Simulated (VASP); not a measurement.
Pt, 2 atoms in the cell. Symmetry: P6_3/mmc, No. 194, hexagonal system. Conventional cell: a = 2.667 Å, b = 2.667 Å, c = 4.605 Å, α = 90.00°, β = 90.00°, γ = 120.00°. Within 3.5 Å of Pt (site symmetry -6m2) lie 12 Pt at 2.67 to 2.77 Å. 

* Program: VASP 6.6.1
* Task: single point
* Functional: LDA
* Potentials or basis: VASP PAW LDA potentials, release 64 (Pt)
* Cutoff: 520 eV
* k mesh: 21 × 21 × 10
* Occupations: gaussian, width 0.15 eV
* Spin: collinear spin, ferromagnetic start
* Starting moments: [0.25, 0.25] μB
* Fixed moment: 0.5 μB
* Dipole correction: no
* Further INCAR settings: ALGO = Normal; EDIFF = 1e-06; NBANDS = 21

Potentials or basis: VASP PAW LDA potentials, release 64 (Pt).

Command:

```bash
$ cat potpaw_LDA.64/Pt/POTCAR > POTCAR
$ mpirun -np 1 vasp_std > vasp.out
```

Hardware: 1 thread of Intel(R) Xeon(R) Platinum 8488C (Sapphire Rapids), with other jobs on the host.

Q: Estimate the wall time of this run.

A: It took 2.2 min on 1 thread of Intel(R) Xeon(R) Platinum 8488C (Sapphire Rapids), on a shared host, peak memory 0.32 GiB. Counts: scf iterations 12, k points 288.
